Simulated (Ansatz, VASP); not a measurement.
## Two plane-wave programs on NaF

Contents of POSCAR:

```
NaF
1.0
    0.0000000000      2.2972417820      2.2972417820
    2.2972417820      0.0000000000      2.2972417820
    2.2972417820      2.2972417820      0.0000000000
Na F
1 1
Direct
    0.0000000000      0.0000000000      0.0000000000
    0.5000000000      0.5000000000      0.5000000000
```

Contents of INCAR.step1:

```
SYSTEM = NaF
ALGO = Normal
EDIFF = 1E-4
ENCUT = 520
GGA = PE
ISMEAR = 0
LASPH = .True.
LCHARG = .False.
LREAL = .False.
LWAVE = .True.
NBANDS = 14
NELM = 80
PREC = Accurate
SIGMA = 0.01
```

INCAR.step2

```
SYSTEM = NaF
ALGO = Normal
EDIFF = 1E-7
ENCUT = 520
ISIF = 2
ISMEAR = 0
ISTART = 1
LASPH = .True.
LCHARG = .True.
LELF = .True.
LMIXTAU = .True.
LREAL = .False.
LVHAR = .True.
LWAVE = .False.
METAGGA = R2SCAN
NBANDS = 14
NELM = 80
PREC = Accurate
SIGMA = 0.01
```

The input KPOINTS:

```
k-points
0
Gamma
  10 10 10
  0 0 0
```

Input for Ansatz:

```yaml
crystal:
  lattice:
    - [0.0, 2.297241782, 2.297241782]
    - [2.297241782, 0.0, 2.297241782]
    - [2.297241782, 2.297241782, 0.0]
  atoms:
    - { symbol: Na, position: [0.0, 0.0, 0.0] }
    - { symbol: F, position: [0.5, 0.5, 0.5] }
kpoints:
  mp_grid: { grid: [10, 10, 10] }
  band_path:
    path:
      - [0.0, 0.0, 0.0]
      - [0.5, 0.0, 0.5]
      - [0.625, 0.25, 0.625]
      - [0.375, 0.375, 0.75]
      - [0.5, 0.5, 0.5]
      - [0.5, 0.25, 0.75]
    npoints: 1
hamiltonian:
  xc: r2scan
scf:
  occupations: { method: fixed }
  n_extra_bands: 4
output:
  forces: true
  stress: true
  eigenvalues: true
```

Alike in both runs: task single point; functional r2SCAN; k mesh 10 × 10 × 10; no spin polarisation.

|  | VASP | Ansatz |
| --- | --- | --- |
| version | VASP 6.6.1 | Ansatz 0.2.0 |
| potentials or method | VASP PAW PBE potentials, release 64 (Na_pv, F) | plane waves, PAW |
| plane-wave cutoff (eV) | 520 | 500 |
| occupations | gaussian, width 0.01 eV | fixed |
| valence electrons in the cell | 14 | 16 |

|  | VASP | Ansatz | Ansatz less VASP |
| --- | --- | --- | --- |
| gap on the k mesh at the Fermi level (eV) | 7.32 | 7.28 | -0.040 |
| pressure (GPa) | -0.9 | 0.0 | +0.89 |

VASP's potentials were made for PBE, not for r2SCAN. VASP's potentials hold 14 valence electrons a cell and Ansatz's 16, so a difference there can come from the potentials and not from the codes.
